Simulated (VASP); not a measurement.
# Mo (P6/mmm) in VASP: further runs, part 2 of 2

VASP 6.6.1. Earlier steps stand in the parts before.

### Step 3. Single point, r2SCAN (strain -0.030 along x and y, -0.015 along z)

The input, POSCAR:

```
Mo
1.0
    2.6663533954      0.0000000000      0.0000000000
   -1.3331766977      2.3091297759      0.0000000000
    0.0000000000      0.0000000000      2.4958920287
Mo
1
Direct
    0.0000000000      0.0000000000      0.5000000000
```

The input, INCAR.step1:

```
SYSTEM = Mo
  ALGO = Normal
  EDIFF = 1E-4
  ENCUT = 520
  GGA = PE
  ISMEAR = 0
  LASPH = .True.
  LCHARG = .False.
  LREAL = .False.
  LWAVE = .True.
  NBANDS = 13
  NELM = 100
  PREC = Accurate
  SIGMA = 0.15
```

The input, INCAR.step2:

```
SYSTEM = Mo
  ALGO = Normal
  EDIFF = 1E-7
  ENCUT = 520
  ISIF = 2
  ISMEAR = 0
  ISTART = 1
  LASPH = .True.
  LCHARG = .False.
  LMIXTAU = .True.
  LREAL = .False.
  LWAVE = .False.
  METAGGA = R2SCAN
  NBANDS = 13
  NELM = 100
  PREC = Accurate
  SIGMA = 0.15
```

The input, KPOINTS:

```
k-points
0
Gamma
  24 24 24
  0 0 0
```

Potentials or basis: VASP PAW PBE potentials, release 64 (Mo_sv).

The run is started by

```console
$ cat potpaw_PBE.64/Mo_sv/POTCAR > POTCAR
$ cp INCAR.step1 INCAR
$ mpirun -np 1 vasp_std > vasp.out
$ cp INCAR.step2 INCAR
$ mpirun -np 1 vasp_std > vasp.out
```

OUTCAR:

```text
SYSTEM = Mo
   EDIFF = 1E-7
   ENCUT = 520
   ISIF = 2
   ISMEAR = 0
   ISTART = 1
   LASPH = .True.
   LREAL = .False.
   METAGGA = R2SCAN
   NELM = 100
   PREC = Accurate

 ion  position               nearest neighbor table
   1  0.000  0.000  0.500-

  LATTYP: Found a hexagonal cell.
 ALAT       =     2.6663533954
 C/A-ratio  =     0.9360694771

  Lattice vectors:

 A1 = (   2.6663533954,   0.0000000000,   0.0000000000)
 A2 = (  -1.3331766977,   2.3091297759,   0.0000000000)
 A3 = (   0.0000000000,   0.0000000000,   2.4958920287)

Analysis of symmetry for initial positions (statically):
=====================================================================
 Subroutine PRICEL returns:
 Original cell was already a primitive cell.

 Routine SETGRP: Setting up the symmetry group for a
 hexagonal supercell.

 Subroutine GETGRP returns: Found 24 space group operations
 (whereof 24 operations were pure point group operations)
 out of a pool of 24 trial point group operations.

The static configuration has the point symmetry D_6h.

Analysis of symmetry for dynamics (positions and initial velocities):
=====================================================================
 Subroutine PRICEL returns:
 Original cell was already a primitive cell.

 Routine SETGRP: Setting up the symmetry group for a
 hexagonal supercell.

 Subroutine GETGRP returns: Found 24 space group operations
 (whereof 24 operations were pure point group operations)
 out of a pool of 24 trial point group operations.

The dynamic configuration has the point symmetry D_6h.

 Subroutine INISYM returns: Found 24 space group operations
 (whereof 24 operations are pure point group operations),
 and found     1 'primitive' translations

----------------------------------------------------------------------------------------

                                     Primitive cell

  volume of cell :      15.3671

  direct lattice vectors                    reciprocal lattice vectors
     2.666353395  0.000000000  0.000000000     0.375044059  0.216531788  0.000000000
    -1.333176698  2.309129776  0.000000000     0.000000000  0.433063577  0.000000000
[... 114 lines left out ...]
 non-spin polarized calculation
 Gauss-broadening in eV      SIGMA  =   0.15
  energy-cutoff  :      520.00
  volume of cell :       15.37
 maximum number of plane-waves:       435
 NGX is ok and might be reduce to    20
   NGX =  9   NGY =  9   NGZ =  9

 number of electron      13.9999998 magnetization

 Free energy of the ion-electron system (eV)
  ---------------------------------------------------
  ext. energy  EPLUGINS =         0.00000000
  ---------------------------------------------------
  free energy    TOTEN  =       -25.06618865 eV

  energy without entropy =      -25.05665494  energy(sigma->0) =      -25.06142179

 E-fermi :  12.7804     XC(G=0): -14.6084

 val. band max:       12.7784424166   @ k =   0.1667   0.1667   0.3750
 cond. band min:      12.7806164136   @ k =   0.4167   0.0833   0.0417
 fundamental gap:      0.0021739970
 Fermi energy:        12.7803924294

 k-point     1 :       0.0000    0.0000    0.0000
  band No.  band energies     occupation
      1     -50.3127      2.00000
      2     -22.6009      2.00000
      3     -22.6009      2.00000
      4     -22.5377      2.00000
      5       5.3295      2.00000
      6       7.6123      2.00000
      7      11.6473      2.00000
      8      11.6473      2.00000
      9      17.5631      0.00000
     10      17.5631      0.00000
     11      26.3040      0.00000
     12      30.1022      0.00000
     13      35.4781      0.00000
[... 354 lines left out ...]
  band No.  band energies     occupation
      1     -49.9783      2.00000
      2     -24.4461      2.00000
      3     -23.0475      2.00000
      4     -22.3269      2.00000
      5       7.1266      2.00000
      6       9.1485      2.00000
      7      13.7774      0.00000
      8      13.9336      0.00000
      9      16.7367      0.00000
     10      17.9023      0.00000
     11      24.3937      0.00000
     12      27.4773      0.00000
     13      30.7183      0.00000

 [... further k-points ...]

------------------------ aborting loop because EDIFF is reached ----------------------------------------

  FORCE on cell =-STRESS in cart. coord.  units (eV):
  Direction    XX          YY          ZZ          XY          YZ          ZX
  --------------------------------------------------------------------------------------
  -------------------------------------------------------------------------------------
  Total        2.3265466      2.3265466      1.3014908      0.0000000     -0.0000000      0.0000000
  in kB      242.5663114    242.5663114    135.6937511      0.0000000     -0.0000000      0.0000000
  external PRESSURE =     206.9421246 kB  Pullay stress =       0.0000000 kB

 VOLUME and BASIS-vectors are now :
 -----------------------------------------------------------------------------
  energy-cutoff  :      520.00
  volume of cell :       15.37
      direct lattice vectors                 reciprocal lattice vectors
     2.666353395  0.000000000  0.000000000     0.375044059  0.216531788  0.000000000
    -1.333176698  2.309129776  0.000000000     0.000000000  0.433063577  0.000000000
     0.000000000  0.000000000  2.495892029     0.000000000  0.000000000  0.400658357

 POSITION                                       TOTAL-FORCE (eV/Angst)
 -----------------------------------------------------------------------------------
      0.00000      0.00000      1.24795         0.000000      0.000000      0.000000
 -----------------------------------------------------------------------------------
    total drift:                               -0.000000      0.000000     -0.000000

  FREE ENERGIE OF THE ION-ELECTRON SYSTEM (eV)
  ---------------------------------------------------
  free  energy   TOTEN  =       -25.0661886458 eV

  energy  without entropy=      -25.0566549417  energy(sigma->0) =      -25.06142179
```

OSZICAR.step1:

```text
N       E                     dE             d eps       ncg     rms          rms(c)
DAV:   1     0.111942459190E+03    0.11194E+03   -0.91834E+03 20788   0.113E+03
DAV:   2    -0.897997287334E+01   -0.12092E+03   -0.11686E+03 23163   0.335E+02
DAV:   3    -0.103665710369E+02   -0.13866E+01   -0.13826E+01 24173   0.366E+01
DAV:   4    -0.103706281802E+02   -0.40571E-02   -0.40570E-02 23403   0.222E+00
DAV:   5    -0.103706593611E+02   -0.31181E-04   -0.31183E-04 24488   0.165E-01    0.156E+01
DAV:   6    -0.100100551124E+02    0.36060E+00   -0.45463E-01 20923   0.814E+00    0.551E+00
DAV:   7    -0.995968361495E+01    0.50371E-01   -0.10388E-01 22973   0.374E+00    0.751E-01
DAV:   8    -0.995751993112E+01    0.21637E-02   -0.36264E-03 21458   0.761E-01    0.774E-02
DAV:   9    -0.995754187369E+01   -0.21943E-04   -0.25961E-05 16304   0.656E-02
   1 F= -.99575419E+01 E0= -.99528356E+01  d E =-.941250E-02
```

Run time: 12 min. Hardware: 1 thread of Intel Xeon 8259CL, shared host; peak memory 0.26 GiB.

Results:

```
Free energy            : -25.0662 eV
Pressure               : 20.7 GPa
Band gap on the k mesh : zero (bands 7 and 8 overlap by 2.26 eV)
```

Levels at points of the mesh, in eV from the Fermi level:
| k point | band 3 | band 4 | band 5 | band 6 | band 7 | band 8 | band 9 | band 10 | band 11 | band 12 |
| --- | --- | --- | --- | --- | --- | --- | --- | --- | --- | --- |
| (0.00, 0.00, 0.00) | -35.38 | -35.32 | -7.45 | -5.17 | -1.13 | -1.13 | 4.78 | 4.78 | 13.52 | 17.32 |
| (0.50, 0.00, 0.00) | -35.81 | -35.11 | -5.74 | -3.63 | 1.12 | 1.17 | 4.00 | 5.03 | 11.64 | 14.86 |
| (0.00, 0.00, 0.50) | -35.17 | -35.17 | -4.14 | -0.19 | -0.19 | -0.10 | 1.00 | 1.00 | 11.51 | 16.96 |
| (0.50, 0.00, 0.50) | -36.90 | -35.58 | -6.23 | -4.01 | -0.48 | 5.43 | 6.75 | 6.87 | 8.30 | 17.76 |

Caveat: the cell differs from its parent crystal (strain -0.030 along x and y, -0.015 along z); the cell stands under pressure; the PAW data sets were made with another functional, which shifts forces and pressure a little.

### Step 4. Single point, r2SCAN (strain -0.030 along x and y, +0.000 along z)

Edit POSCAR of step 3 so:

```diff
@@ -4,3 +4,3 @@
    -1.3331766977      2.3091297759      0.0000000000
-    0.0000000000      0.0000000000      2.4958920287
+    0.0000000000      0.0000000000      2.5339005368
 Mo
```

INCAR.step1 is that of step 3.

INCAR.step2 is that of step 3.

KPOINTS is that of step 3.

Potentials or basis: VASP PAW PBE potentials, release 64 (Mo_sv).

The run is started by

```console
$ cat potpaw_PBE.64/Mo_sv/POTCAR > POTCAR
$ cp INCAR.step1 INCAR
$ mpirun -np 1 vasp_std > vasp.out
$ cp INCAR.step2 INCAR
$ mpirun -np 1 vasp_std > vasp.out
```

OUTCAR:

```text
SYSTEM = Mo
   EDIFF = 1E-7
   ENCUT = 520
   ISIF = 2
   ISMEAR = 0
   ISTART = 1
   LASPH = .True.
   LREAL = .False.
   METAGGA = R2SCAN
   NELM = 100
   PREC = Accurate

 ion  position               nearest neighbor table
   1  0.000  0.000  0.500-

  LATTYP: Found a hexagonal cell.
 ALAT       =     2.6663533954
 C/A-ratio  =     0.9503243423

  Lattice vectors:

 A1 = (   2.6663533954,   0.0000000000,   0.0000000000)
 A2 = (  -1.3331766977,   2.3091297759,   0.0000000000)
[... 563 lines left out ...]
     12      27.2801      0.00000
     13      30.2318      0.00000

 [... further k-points ...]

------------------------ aborting loop because EDIFF is reached ----------------------------------------

  FORCE on cell =-STRESS in cart. coord.  units (eV):
  Direction    XX          YY          ZZ          XY          YZ          ZX
  --------------------------------------------------------------------------------------
  -------------------------------------------------------------------------------------
  Total        2.1503832      2.1503832      0.6193656      0.0000000      0.0000000      0.0000000
  in kB      220.8364871    220.8364871     63.6065803      0.0000000      0.0000000      0.0000000
  external PRESSURE =     168.4265182 kB  Pullay stress =       0.0000000 kB

 VOLUME and BASIS-vectors are now :
 -----------------------------------------------------------------------------
  energy-cutoff  :      520.00
  volume of cell :       15.60
      direct lattice vectors                 reciprocal lattice vectors
     2.666353395  0.000000000  0.000000000     0.375044059  0.216531788  0.000000000
    -1.333176698  2.309129776  0.000000000     0.000000000  0.433063577  0.000000000
     0.000000000  0.000000000  2.533900537     0.000000000  0.000000000  0.394648482

 POSITION                                       TOTAL-FORCE (eV/Angst)
 -----------------------------------------------------------------------------------
      0.00000      0.00000      1.26695         0.000000      0.000000      0.000000
 -----------------------------------------------------------------------------------
    total drift:                               -0.000000      0.000000     -0.000000

  FREE ENERGIE OF THE ION-ELECTRON SYSTEM (eV)
  ---------------------------------------------------
  free  energy   TOTEN  =       -25.0805606411 eV

  energy  without entropy=      -25.0700808321  energy(sigma->0) =      -25.07532074
```

It took 13 min on 1 thread of Intel Xeon 8259CL, shared host; peak memory 0.26 GiB.

What came out:

```
Free energy            : -25.0806 eV
Pressure               : 16.8 GPa
Band gap on the k mesh : zero (bands 7 and 8 overlap by 2.08 eV)
```

Stress tensor (GPa, compression positive):
```
22.08  0.00  0.00
 0.00 22.08  0.00
 0.00  0.00  6.36
```

Levels at points of the mesh, in eV from the Fermi level:
```csv
k point,band 5,band 6,band 7,band 8,band 9,band 10
"(0.00, 0.00, 0.00)",-7.44,-5.09,-1.11,-1.11,4.61,4.61
"(0.50, 0.00, 0.00)",-5.70,-3.51,0.87,1.17,3.81,5.03
"(0.00, 0.00, 0.50)",-4.26,-0.28,-0.26,-0.26,1.15,1.15
"(0.50, 0.00, 0.50)",-6.09,-4.10,-0.33,5.37,6.46,6.72
```

Caveat: the cell differs from its parent crystal (strain -0.030 along x and y, +0.000 along z); the cell stands under pressure; the PAW data sets were made with another functional, which shifts forces and pressure a little.

### Step 5. Single point, r2SCAN (strain -0.015 along x and y, -0.030 along z)

The input, POSCAR:

```
Mo
1.0
    2.7075856644      0.0000000000      0.0000000000
   -1.3537928322      2.3448379683      0.0000000000
    0.0000000000      0.0000000000      2.4578835207
Mo
1
Direct
    0.0000000000      0.0000000000      0.5000000000
```

Edit INCAR.step1 of step 4 so:

```diff
@@ -11,3 +11,3 @@
   NBANDS = 13
-  NELM = 100
+  NELM = 60
   PREC = Accurate
```

Edit INCAR.step2 of step 4 so:

```diff
@@ -2,3 +2,3 @@
   ALGO = Normal
-  EDIFF = 1E-7
+  EDIFF = 1E-6
   ENCUT = 520
@@ -14,3 +14,3 @@
   NBANDS = 13
-  NELM = 100
+  NELM = 60
   PREC = Accurate
```

KPOINTS is that of step 4.

The run is started by

```console
$ cat potpaw_PBE.64/Mo_sv/POTCAR > POTCAR
$ cp INCAR.step1 INCAR
$ mpirun -np 1 vasp_std > vasp.out
$ cp INCAR.step2 INCAR
$ mpirun -np 1 vasp_std > vasp.out
```

Run time: 11 min. Hardware: 1 thread of Intel Xeon 8259CL, shared host; peak memory 0.25 GiB.

It converged, with:

```
Free energy            : -25.1007 eV
Pressure               : 16.0 GPa
Band gap on the k mesh : zero (bands 7 and 8 overlap by 2.11 eV)
```

Stress tensor (GPa, compression positive):
```
14.99  0.00  0.00
 0.00 14.99  0.00
 0.00  0.00 17.90
```

Levels at points of the mesh, in eV from the Fermi level:
| k point | band 4 | band 5 | band 6 | band 7 | band 8 | band 9 | band 10 | band 11 |
| --- | --- | --- | --- | --- | --- | --- | --- | --- |
| (0.00, 0.00, 0.00) | -35.11 | -7.33 | -5.05 | -1.07 | -1.07 | 4.88 | 4.88 | 13.36 |
| (0.50, 0.00, 0.00) | -34.94 | -5.52 | -3.72 | 1.04 | 1.64 | 4.19 | 4.76 | 11.17 |
| (0.00, 0.00, 0.50) | -35.17 | -3.80 | 0.00 | 0.00 | 0.22 | 0.68 | 0.68 | 12.11 |
| (0.50, 0.00, 0.50) | -35.52 | -6.08 | -3.59 | -0.71 | 5.22 | 6.90 | 7.04 | 8.19 |

Caveat: the cell differs from its parent crystal (strain -0.015 along x and y, -0.030 along z); the cell stands under pressure; the PAW data sets were made with another functional, which shifts forces and pressure a little.

### Step 6. Single point, r2SCAN (strain -0.030 along x and y, +0.015 along z)

The input, POSCAR:

```
Mo
1.0
    2.6663533954      0.0000000000      0.0000000000
   -1.3331766977      2.3091297759      0.0000000000
    0.0000000000      0.0000000000      2.5719090449
Mo
1
Direct
    0.0000000000      0.0000000000      0.5000000000
```

The input, INCAR.step1:

```
PREC = Accurate ; ENCUT = 520
ISMEAR = 0 ; SIGMA = 0.15
LREAL = F ; LASPH = T
NELM = 80 ; NBANDS = 13
GGA = PE ; ALGO = Normal
EDIFF = 1E-4 ; LWAVE = T
LCHARG = F
```

The input, INCAR.step2:

```
PREC = Accurate ; ENCUT = 520
EDIFF = 1E-6 ; ISMEAR = 0
SIGMA = 0.15 ; LREAL = F
LASPH = T ; NELM = 80
ALGO = Normal ; ISIF = 2
LWAVE = F ; LCHARG = T
METAGGA = R2SCAN ; LMIXTAU = T
LELF = T ; LVHAR = T
NBANDS = 13 ; ISTART = 1
```

The input, KPOINTS:

```
regular mesh
0
Gamma
  24 24 24
```

Potentials or basis: VASP PAW PBE potentials, release 64 (Mo_sv).

The run is started by

```console
$ cat potpaw_PBE.64/Mo_sv/POTCAR > POTCAR
$ cp INCAR.step1 INCAR
$ mpirun -np 1 vasp_std > vasp.out
$ cp INCAR.step2 INCAR
$ mpirun -np 1 vasp_std > vasp.out
```

Wall time 12 min (1 thread of Intel Xeon 8259CL, shared host); peak memory 0.26 GiB.

It converged, with:

```
Free energy            : -25.0854 eV
Pressure               : 13.4 GPa
Band gap on the k mesh : zero (bands 7 and 8 overlap by 2.09 eV)
```

Stress tensor (GPa, compression positive):
```
19.96  0.00  0.00
 0.00 19.96  0.00
 0.00  0.00  0.37
```

Levels at points of the mesh, in eV from the Fermi level:
```
           k point  band 5  band 6  band 7  band 8  band 9  band 10
(0.00, 0.00, 0.00)   -7.42   -5.01   -1.09   -1.09    4.45     4.45
(0.50, 0.00, 0.00)   -5.66   -3.40    0.63    1.18    3.64     5.02
(0.00, 0.00, 0.50)   -4.37   -0.45   -0.32   -0.32    1.29     1.29
(0.50, 0.00, 0.50)   -5.96   -4.18   -0.18    5.33    6.20     6.58
```

Caveat: the cell differs from its parent crystal (strain -0.030 along x and y, +0.015 along z); the cell stands under pressure; the PAW data sets were made with another functional, which shifts forces and pressure a little.

### Step 7. Summary

| cell | gap on the mesh (eV) | pressure (GPa) |
| --- | --- | --- |
| a = 2.666, b = 2.666, c = 2.458 Å, angles 90.0, 90.0, 120.0°, 1 atom | none | 25.1 |
| a = 2.666, b = 2.666, c = 2.496 Å, angles 90.0, 90.0, 120.0°, 1 atom | none | 20.7 |
| a = 2.666, b = 2.666, c = 2.534 Å, angles 90.0, 90.0, 120.0°, 1 atom | none | 16.8 |
| a = 2.708, b = 2.708, c = 2.458 Å, angles 90.0, 90.0, 120.0°, 1 atom | none | 16.0 |
| a = 2.666, b = 2.666, c = 2.572 Å, angles 90.0, 90.0, 120.0°, 1 atom | none | 13.4 |

Alike in all rows: task single point; level r2SCAN; potentials or basis VASP PAW PBE potentials, release 64 (Mo_sv); no spin polarisation; k mesh 24 × 24 × 24; cutoff (eV) 520; smearing gaussian 0.15 eV.

Caveats: the cell stands under pressure; the PAW data sets were made with another functional, which shifts forces and pressure a little.

Absolute energies hang on the potentials; compare differences alone.
